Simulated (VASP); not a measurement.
# Na2AgPtC6N6 (Fm-3m) in VASP: single point with PBE

Aim: the single point of Na2AgPtC6N6 with PBE.

All numbers are computed with VASP 6.6.1; they aren't measurements. Logs are shortened: lines on timing, memory, paths and dates and some standing lists are left out, and cuts for length are marked.

### 1 The cell of the first run

It takes space group Fm-3m (No. 225, cubic). Conventional cell: a = 10.399 Å, b = 10.399 Å, c = 10.399 Å, α = 90.00°, β = 90.00°, γ = 90.00°. Within 4.9 Å of Na (site symmetry -43m) lie 12 C at 3.72 Å and 12 N at 3.72 Å and 4 Ag at 4.50 Å and 4 Pt at 4.50 Å. Within 2.7 Å of Ag (site symmetry m-3m) lie 6 C at 2.02 Å. Within 2.7 Å of Pt (site symmetry m-3m) lie 6 N at 2.01 Å. C (site symmetry 4mm) has 1 N at 1.17 Å within 1.6 Å. Within 1.6 Å of N (site symmetry 4mm) lie 1 C at 1.17 Å.

### 2 Single point, PBE, collinear spin

The input, INCAR:

```
PREC = Accurate
ENCUT = 520
EDIFF = 1E-7
ISMEAR = 0
SIGMA = 0.1
LREAL = Auto
LASPH = T
NELM = 150
ALGO = Normal
ISIF = 2
LWAVE = F
LCHARG = F
ISPIN = 2
MAGMOM = 0 0 1 1 0 0 0 0 0 0 0 0 0 0 0 0
LORBIT = 11
LMAXMIX = 4
GGA = PE
NBANDS = 62
```

The input, KPOINTS:

```
Automatic mesh
0
Gamma
  4 4 4
```

The input, POSCAR:

```
Na2AgPtC6N6
1.0
    0.0000000000      5.1995000000      5.1995000000
    5.1995000000      0.0000000000      5.1995000000
    5.1995000000      5.1995000000      0.0000000000
Na Ag Pt C N
2 1 1 6 6
Direct
    0.2500000000      0.2500000000      0.2500000000
    0.7500000000      0.7500000000      0.7500000000
    0.0000000000      0.0000000000      0.0000000000
    0.5000000000      0.5000000000      0.5000000000
    0.8055582300      0.1944417700      0.1944417700
    0.1944417700      0.8055582300      0.1944417700
    0.1944417700      0.1944417700      0.8055582300
    0.1944417700      0.8055582300      0.8055582300
    0.8055582300      0.1944417700      0.8055582300
    0.8055582300      0.8055582300      0.1944417700
    0.6930474100      0.3069525900      0.3069525900
    0.3069525900      0.6930474100      0.3069525900
    0.3069525900      0.3069525900      0.6930474100
    0.3069525900      0.6930474100      0.6930474100
    0.6930474100      0.3069525900      0.6930474100
    0.6930474100      0.6930474100      0.3069525900
```

Potentials or basis: VASP PAW PBE potentials, release 64 (Na_pv, Ag, Pt, C, N).

On the command line:

```console
> cat potpaw_PBE.64/Na_pv/POTCAR potpaw_PBE.64/Ag/POTCAR potpaw_PBE.64/Pt/POTCAR potpaw_PBE.64/C/POTCAR potpaw_PBE.64/N/POTCAR > POTCAR
> mpirun -np 1 vasp_std > vasp.out
```

OUTCAR:

```text
PREC = Accurate
   ENCUT = 520
   EDIFF = 1E-7
   ISMEAR = 0
   LREAL = Auto
   LASPH = T
   NELM = 150
   ISIF = 2
   ISPIN = 2
   LORBIT = 11
   GGA = PE

 ion  position               nearest neighbor table
   1  0.250  0.250  0.250-
   2  0.750  0.750  0.750-
   3  0.000  0.000  0.000-   5 2.02   6 2.02   7 2.02   8 2.02   9 2.02  10 2.02
   4  0.500  0.500  0.500-  11 2.01  12 2.01  13 2.01  14 2.01  15 2.01  16 2.01
   5  0.806  0.194  0.194-  11 1.17   3 2.02
   6  0.194  0.806  0.194-  12 1.17   3 2.02
   7  0.194  0.194  0.806-  13 1.17   3 2.02
   8  0.194  0.806  0.806-  14 1.17   3 2.02
   9  0.806  0.194  0.806-  15 1.17   3 2.02
  10  0.806  0.806  0.194-  16 1.17   3 2.02
  11  0.693  0.307  0.307-   5 1.17   4 2.01
  12  0.307  0.693  0.307-   6 1.17   4 2.01
  13  0.307  0.307  0.693-   7 1.17   4 2.01
  14  0.307  0.693  0.693-   8 1.17   4 2.01
  15  0.693  0.307  0.693-   9 1.17   4 2.01
  16  0.693  0.693  0.307-  10 1.17   4 2.01

  LATTYP: Found a face centered cubic cell.
 ALAT       =    10.3990000000

  Lattice vectors:

 A1 = (   0.0000000000,   5.1995000000,   5.1995000000)
 A2 = (   5.1995000000,   0.0000000000,   5.1995000000)
 A3 = (   5.1995000000,   5.1995000000,   0.0000000000)

Analysis of symmetry for initial positions (statically):
=====================================================================
 Subroutine PRICEL returns:
 Original cell was already a primitive cell.

 Routine SETGRP: Setting up the symmetry group for a
 face centered cubic supercell.

 Subroutine GETGRP returns: Found 48 space group operations
 (whereof 48 operations were pure point group operations)
 out of a pool of 48 trial point group operations.

The static configuration has the point symmetry O_h .

Analysis of symmetry for dynamics (positions and initial velocities):
=====================================================================
 Subroutine PRICEL returns:
 Original cell was already a primitive cell.

 Routine SETGRP: Setting up the symmetry group for a
 face centered cubic supercell.

 Subroutine GETGRP returns: Found 48 space group operations
 (whereof 48 operations were pure point group operations)
 out of a pool of 48 trial point group operations.

The dynamic configuration has the point symmetry O_h .

Analysis of structural, dynamic, and magnetic symmetry:
=====================================================================
 Subroutine PRICEL returns:
 Original cell was already a primitive cell.

 Routine SETGRP: Setting up the symmetry group for a
 face centered cubic supercell.

 Subroutine GETGRP returns: Found 48 space group operations
 (whereof 48 operations were pure point group operations)
 out of a pool of 48 trial point group operations.

The overall configuration has the point symmetry O_h .

 Subroutine INISYM returns: Found 48 space group operations
 (whereof 48 operations are pure point group operations),
 and found     1 'primitive' translations

----------------------------------------------------------------------------------------

                                     Primitive cell

  volume of cell :     281.1349

  direct lattice vectors                    reciprocal lattice vectors
     0.000000000  5.199500000  5.199500000    -0.096163093  0.096163093  0.096163093
     5.199500000  0.000000000  5.199500000     0.096163093 -0.096163093  0.096163093
     5.199500000  5.199500000  0.000000000     0.096163093  0.096163093 -0.096163093

  length of vectors
     7.353203418  7.353203418  7.353203418     0.166559362  0.166559362  0.166559362

  position of ions in fractional coordinates (direct lattice)
     0.250000000  0.250000000  0.250000000
     0.750000000  0.750000000  0.750000000
     0.000000000  0.000000000  0.000000000
     0.500000000  0.500000000  0.500000000
     0.805558230  0.194441770  0.194441770
     0.194441770  0.805558230  0.194441770
[... 8 lines left out ...]
     0.693047410  0.306952590  0.693047410
     0.693047410  0.693047410  0.306952590

  ion indices of the primitive-cell ions
[... 56 lines left out ...]
   total plane-waves  NPLWV = 175616
   dimension x,y,z NGX =    56 NGY =   56 NGZ =   56
   dimension x,y,z NGXF=   112 NGYF=  112 NGZF=  112
   ions per type =               2   1   1   6   6
   NGX,Y,Z   is equivalent  to a cutoff of  12.66, 12.66, 12.66 a.u.
   NGXF,Y,Z  is equivalent  to a cutoff of  25.32, 25.32, 25.32 a.u.
 SYSTEM =  unknown system
   PREC   = accura    normal or accurate (medium, high low for compatibility)
   ISTART =      0    job   : 0-new  1-cont  2-samecut
   ICHARG =      2    charge: 1-file 2-atom 10-const
   ISPIN  =      2    spin polarized calculation?
   LNONCOLLINEAR =      F non collinear calculations
   LSORBIT =      F    spin-orbit coupling
   LASPH  =      T    aspherical Exc in radial PAW
   ENCUT  =  520.0 eV  38.22 Ry    6.18 a.u.  13.67 13.67 13.67*2*pi/ulx,y,z
   NELM   =    150;   NELMIN=  2; NELMDL= -5     # of ELM steps
   EDIFF  = 0.1E-06   stopping-criterion for ELM
   LREAL  =      T    real-space projection
   EDIFFG = 0.1E-05   stopping-criterion for IOM
   NSW    =      0    number of steps for IOM
   IBRION =     -1    ionic relax: 0-MD 1-quasi-New 2-CG
   NFREE  =      0    steps in history (QN), initial steepest desc. (CG)
   ISIF   =      2    stress and relaxation
   ISYM   =      2    0-nonsym 1-usesym 2-fastsym
   POTIM  = 0.5000    time-step for ionic-motion
   TEBEG  =    0.0;   TEEND  =   0.0 temperature during run
   PSTRESS=    0.0 pullay stress
   NELECT =      89.0000    total number of electrons
   NUPDOWN=      -1.0000    fix difference up-down
   EMIN   =  10.00;   EMAX   =-10.00  energy-range for DOS
   EFERMI =   0.00;   METHOD = LEGACY
   ISMEAR =     0;   SIGMA  =   0.10  broadening in eV -4-tet -1-fermi 0-gaus
   EFERMI_NEDOS =   21; number of points for ismear=-14 and -15
   IALGO  =     38    algorithm
   IMIX   =      4    mixing-type and parameters
     AMIX     =   0.40;   BMIX     =  1.00
     AMIX_MAG =   1.60;   BMIX_MAG =  1.00
  volume/ion in A,a.u.               =      17.57       118.57
  Fermi-wavevector in a.u.,A,eV,Ry     =   1.115749  2.108460 16.937842  1.244896
  Thomas-Fermi vector in A             =   2.252357
   LORBIT       =     11    0 simple, 1 ext, 2 COOP (PROOUT), +10 PAW based schemes
   GGA     = PE    functional components
   LHFCALC =     F    Hartree Fock is set to
   AEXX    =    0.0000 exact exchange contribution
   IVDW    =     0    specifies the selected vdW correction
   LEPSILON=     F    determine dielectric tensor
   LRPA    =     F    only Hartree local field effects (RPA)
 spin polarized calculation
 Gauss-broadening in eV      SIGMA  =   0.10
  energy-cutoff  :      520.00
  volume of cell :      281.13
 maximum number of plane-waves:      7631
 NGX is ok and might be reduce to    56
   NGX = 27   NGY = 27   NGZ = 27

 number of electron      89.0000014 magnetization       0.0010452

 number of electron      89.0000014 magnetization      -0.0000017

 Free energy of the ion-electron system (eV)
  ---------------------------------------------------
  ext. energy  EPLUGINS =         0.00000000
  ---------------------------------------------------
  free energy    TOTEN  =      -102.91033891 eV

  energy without entropy =     -102.86903032  energy(sigma->0) =     -102.88968461

 E-fermi :   3.6942     XC(G=0):  -7.9389

 val. band max:        3.4578766785   @ k =   0.2500   0.2500   0.0000
 cond. band min:       3.6982884006   @ k =  -0.2500   0.2500   0.0000
 fundamental gap:      0.2404117221
 Fermi energy:         3.6942434678

 spin component 1

 k-point     1 :       0.0000    0.0000    0.0000
  band No.  band energies     occupation
      1     -23.6405      1.00000
      2     -23.6405      1.00000
      3     -23.6405      1.00000
      4     -23.6403      1.00000
      5     -23.6402      1.00000
      6     -23.6402      1.00000
[... 461 lines left out ...]
     55       5.4163      0.00000
     56       5.9756      0.00000
 Fermi energy:         3.6942434678

 spin component 2

 k-point     1 :       0.0000    0.0000    0.0000
  band No.  band energies     occupation
      1     -23.6405      1.00000
      2     -23.6405      1.00000
      3     -23.6405      1.00000
      4     -23.6403      1.00000
      5     -23.6402      1.00000
      6     -23.6402      1.00000
[... 461 lines left out ...]
     55       5.4163      0.00000
     56       5.9756      0.00000
 [bands above 56 left out]

------------------------ aborting loop because EDIFF is reached ----------------------------------------

  FORCE on cell =-STRESS in cart. coord.  units (eV):
  Direction    XX          YY          ZZ          XY          YZ          ZX
  --------------------------------------------------------------------------------------
  -------------------------------------------------------------------------------------
  Total       28.0892583     28.0892583     28.0892583      0.0000000     -0.0000000      0.0000000
  in kB      160.0796444    160.0796444    160.0796444      0.0000000     -0.0000000      0.0000000
  external PRESSURE =     160.0796444 kB  Pullay stress =       0.0000000 kB

 VOLUME and BASIS-vectors are now :
 -----------------------------------------------------------------------------
  energy-cutoff  :      520.00
  volume of cell :      281.13
      direct lattice vectors                 reciprocal lattice vectors
     0.000000000  5.199500000  5.199500000    -0.096163093  0.096163093  0.096163093
     5.199500000  0.000000000  5.199500000     0.096163093 -0.096163093  0.096163093
     5.199500000  5.199500000  0.000000000     0.096163093  0.096163093 -0.096163093

 POSITION                                       TOTAL-FORCE (eV/Angst)
 -----------------------------------------------------------------------------------
      2.59975      2.59975      2.59975         0.000000     -0.000000      0.000000
      7.79925      7.79925      7.79925         0.000000     -0.000000      0.000000
      0.00000      0.00000      0.00000         0.000000     -0.000000      0.000000
      5.19950      5.19950      5.19950         0.000000      0.000000      0.000000
      2.02200      5.19950      5.19950         2.368630      0.000000      0.000000
      5.19950      2.02200      5.19950         0.000000      2.368630      0.000000
[... 8 lines left out ...]
      5.19950      7.20700      5.19950         0.000000      0.055782      0.000000
      5.19950      5.19950      7.20700         0.000000      0.000000      0.055782
 -----------------------------------------------------------------------------------
    total drift:                                0.000000      0.000000      0.000000

  FREE ENERGIE OF THE ION-ELECTRON SYSTEM (eV)
  ---------------------------------------------------
  free  energy   TOTEN  =      -102.9103389065 eV

  energy  without entropy=     -102.8690303191  energy(sigma->0) =     -102.88968461

 total charge

# of ion       s       p       d       tot
------------------------------------------
    1        0.040   5.946   0.000   5.986
    2        0.040   5.946   0.000   5.986
    3        0.533   0.870   9.204  10.607
    4        0.653   0.966   8.088   9.707
    5        1.002   1.590   0.000   2.593
    6        1.002   1.590   0.000   2.593
[... 8 lines left out ...]
   15        1.318   2.600   0.000   3.918
   16        1.318   2.600   0.000   3.918
--------------------------------------------------
tot         15.189  38.871  17.292  71.352

 magnetization (x)

# of ion       s       p       d       tot
------------------------------------------
    1       -0.000   0.000   0.000  -0.000
    2       -0.000   0.000   0.000  -0.000
    3       -0.000  -0.000  -0.000  -0.000
    4        0.000   0.000   0.000   0.000
    5       -0.000   0.000   0.000  -0.000
    6       -0.000   0.000   0.000  -0.000
[... 8 lines left out ...]
   15       -0.000  -0.000   0.000  -0.000
   16       -0.000  -0.000   0.000  -0.000
--------------------------------------------------
tot         -0.000  -0.000  -0.000  -0.000
```

It took 12 min on 1 thread of Intel Xeon Platinum 8259CL at 2.50GHz (Skylake/Cascade Lake), shared host; peak memory 0.67 GiB.

Results:

| Item | Value |
| --- | --- |
| Free energy | -102.9103 eV |
| Pressure | 16.0 GPa |
| Largest force | 2.369 eV/Å |
| Net moment | 0.00 μB per cell |
| Valence electrons inside the program's atomic spheres | Na 5.99; Ag 10.61; Pt 9.71; C 2.59; N 3.92 |

Forces on the atoms (eV/Å):
```
Na   0.000  0.000  0.000
Na   0.000  0.000  0.000
Ag   0.000  0.000  0.000
Pt   0.000  0.000  0.000
C    2.369  0.000  0.000
C    0.000  2.369  0.000
C    0.000  0.000  2.369
C   -2.369  0.000  0.000
C    0.000 -2.369  0.000
C    0.000  0.000 -2.369
N   -0.056  0.000  0.000
N    0.000 -0.056  0.000
N    0.000  0.000 -0.056
N    0.056  0.000  0.000
N    0.000  0.056  0.000
N    0.000  0.000  0.056
```

Levels at points of the mesh, in eV from the Fermi level:
Spin up:
```csv
k point,band 42,band 43,band 44,band 45,band 46,band 47
"(0.00, 0.00, 0.00)",-4.51,-1.31,-1.31,-0.67,0.65,0.67
"(0.50, 0.00, 0.00)",-4.54,-0.53,-0.53,0.02,0.02,0.30
"(0.50, 0.50, 0.00)",-4.39,-1.30,-0.86,0.09,0.39,0.76
```
Spin down:
| k point | band 40 | band 41 | band 42 | band 43 | band 44 | band 45 | band 46 | band 47 | band 48 | band 49 |
| --- | --- | --- | --- | --- | --- | --- | --- | --- | --- | --- |
| (0.00, 0.00, 0.00) | -4.51 | -4.51 | -4.51 | -1.31 | -1.31 | -0.67 | 0.65 | 0.67 | 0.67 | 1.23 |
| (0.50, 0.00, 0.00) | -4.60 | -4.60 | -4.54 | -0.53 | -0.53 | 0.02 | 0.02 | 0.30 | 0.38 | 1.06 |
| (0.50, 0.50, 0.00) | -4.54 | -4.39 | -4.39 | -1.30 | -0.86 | 0.09 | 0.39 | 0.76 | 0.80 | 1.29 |

Caveat: the cell stands under pressure; spin-orbit coupling is left out, which moves the levels of the heavy elements; forces of over 1 eV/Å act on the atoms, so gaps and moduli don't describe the material at rest.
